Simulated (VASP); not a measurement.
Input of a VASP 6.6.1 run:

File INCAR:

```
ALGO = Normal
DIPOL = 0.5 0.5 0.390
EDIFF = 1E-6
ENCUT = 520
GGA = PE
IDIPOL = 3
ISIF = 2
ISMEAR = 0
IVDW = 12
LASPH = True
LCHARG = False
LDIPOL = True
LREAL = False
LWAVE = False
NBANDS = 35
NELM = 80
PREC = Accurate
SIGMA = 0.05
```

The input KPOINTS:

```
k-points
0
Gamma
  9 9 1
```

File POSCAR:

```
WS2
1.0
    3.1595456682      0.0000000000      0.0000000000
   -1.5797728341      2.7362468131      0.0000000000
    0.0000000000      0.0000000000     23.8042574330
S W
4 2
Direct
    0.3333333333      0.6666666667      0.1890418137
    0.3333333333      0.6666666667      0.3214605092
    0.3333333333      0.8333333333      0.4575706151
    0.3333333333      0.8333333333      0.5899893106
    0.6666666667      0.3333333333      0.2552511584
    0.6666666667      0.5000000000      0.5237799598
```

Potentials or basis: VASP PAW PBE potentials, release 64 (S, W_sv).

The run is started by

```sh
$ cat potpaw_PBE.64/S/POTCAR potpaw_PBE.64/W_sv/POTCAR > POTCAR
$ mpirun -np 1 vasp_std > vasp.out
```

Problem. What does it give for the band gap on the k mesh?

Solution. 1.58 eV, indirect (least direct gap 1.89 eV).

Problem. Estimate the dispersion energy per atom.

Solution. -0.358 eV.

Problem. What does it give for the largest force?

Solution. 0.162 eV/Å.

Forces on the atoms (eV/Å):
```
S    0.000  0.001  0.001
S    0.032 -0.056 -0.148
S   -0.033  0.056  0.148
S    0.001  0.000 -0.001
W    0.006 -0.010  0.023
W   -0.006  0.010 -0.023
```

Caveat: spin-orbit coupling is left out, which moves the levels of the heavy elements.
